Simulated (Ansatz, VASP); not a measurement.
**Al2O3 in VASP and in Ansatz**

File INCAR:

```
PREC     = Accurate       # precision mode
ENCUT    = 520            # plane-wave cutoff, eV
EDIFF    = 1E-6           # SCF threshold, eV
ISMEAR   = 0              # smearing method
SIGMA    = 0.05           # smearing width, eV
LREAL    = F              # projectors in reciprocal space
LASPH    = T              # aspherical terms in the spheres
NELM     = 60             # most SCF steps
ALGO     = Normal         # electronic algorithm
ISIF     = 2              # what is computed and relaxed
LWAVE    = F              # write WAVECAR
LCHARG   = T              # write CHGCAR
LELF     = T              # ELF
LVHAR    = T            
NBANDS   = 20             # bands
```

Contents of KPOINTS:

```
Automatic mesh
0
Gamma
  12 12 4
```

Contents of POSCAR:

```
Al2O3
1.0
    2.9708546968      0.0000000000      0.0000000000
   -1.4854273484      2.5728356383      0.0000000000
    0.0000000000      0.0000000000      9.1967031431
Al O
2 3
Direct
    0.0000000000      0.0000000000      0.1499923300
    0.0000000000      0.0000000000      0.8500076700
    0.3333333333      0.6666666667      0.2223169200
    0.6666666667      0.3333333333      0.0000000000
    0.3333333333      0.6666666667      0.7776830800
```

Input for Ansatz:

```yaml
crystal:
  lattice:
    - [2.9708546968, 0.0, 0.0]
    - [-1.4854273484, 2.5728356383, 0.0]
    - [0.0, 0.0, 9.1967031431]
  atoms:
    - { symbol: Al, position: [0.0, 0.0, 0.14999233] }
    - { symbol: Al, position: [0.0, 0.0, 0.85000767] }
    - { symbol: O, position: [0.3333333333, 0.6666666667, 0.22231692] }
    - { symbol: O, position: [0.6666666667, 0.3333333333, 0.0] }
    - { symbol: O, position: [0.3333333333, 0.6666666667, 0.77768308] }
basis:
  ecutwfc: 420
kpoints:
  mp_grid: { grid: [12, 12, 4] }
hamiltonian:
  xc: lda
scf:
  occupations: { method: gaussian, width: 0.05 }
output:
  forces: true
  stress: true
  eigenvalues: true
```

Change from the starting cell: strain +0.030 along x and y, -0.015 along z, atoms carried along.

Alike in both runs: task single point; functional LDA; k mesh 12 × 12 × 4; occupations gaussian, width 0.05 eV; no spin polarisation.

```csv
,VASP,Ansatz
version,VASP 6.6.1,Ansatz 0.2.0
potentials or method,"VASP PAW LDA potentials, release 64 (Al, O), cutoff 520 eV","scalar-relativistic, plane waves, PAW"
valence electrons in the cell,24,24
```

|  | VASP | Ansatz | Ansatz less VASP |
| --- | --- | --- | --- |
| gap on the k mesh at the Fermi level (eV) | 3.96 | 3.98 | +0.019 |
| least direct gap on the mesh (eV) | 4.18 | 4.19 | +0.016 |
| pressure (GPa) | -13.4 | -13.8 | -0.42 |
| traceless stress, the component that is largest in VASP (GPa) | 9.64 | 10.05 | +0.408 |
| rms of the force components (eV/Å) | 0.406 | 0.410 | +0.0039 |

LDA's correlation is that of Perdew and Zunger in VASP and of Perdew and Wang (1992) in Ansatz. Atom by atom the forces differ by 0.006 eV/Å (rms over components).
